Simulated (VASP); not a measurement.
CaF2: single point with BLYP

Crystal: CaF2.

```
CELL_PARAMETERS angstrom
0.00000 2.73100 2.73100
2.73100 0.00000 2.73100
2.73100 2.73100 0.00000
ATOMIC_POSITIONS crystal
Ca 0.00000 0.00000 0.00000
F 0.75000 0.75000 0.75000
F 0.25000 0.25000 0.25000
```

* Program: VASP 6.6.1
* Task: single point
* Functional: BLYP
* Potentials or basis: VASP PAW PBE potentials, release 64 (Ca_sv, F)
* Cutoff: 600 eV
* k mesh: 8 × 8 × 8
* Occupations: fermi-dirac, width 0.05 eV
* Spin: no spin polarisation
* Dipole correction: no
* Further INCAR settings: ALGO = Normal; EDIFF = 1e-06; NBANDS = 19

- Pressure: 4.3 GPa
- Band gap on the k mesh: 7.40 eV (least direct gap 7.65 eV)

Levels at points of the mesh, in eV from the valence-band top:
```csv
k point,band 8,band 9,band 10,band 11,band 12,band 13,band 14,band 15,band 16,band 17
"(0.00, 0.00, 0.00)",-2.10,-2.10,-0.25,-0.25,-0.25,7.40,9.16,9.16,11.21,11.21
"(0.50, 0.00, 0.00)",-1.50,-1.28,-1.22,-0.83,-0.83,9.37,9.37,9.76,10.86,10.95
"(0.50, 0.50, 0.00)",-1.63,-1.63,-0.36,-0.36,0.00,8.15,9.53,10.06,10.86,10.86
```

Wall time 51 s on 1 thread of Intel Xeon 8259CL, with other jobs on the host, peak memory 0.19 GiB.

Caveat: the cell stands under pressure; the PAW data sets were made with another functional, which shifts forces and pressure a little. A k mesh can miss the band edges.
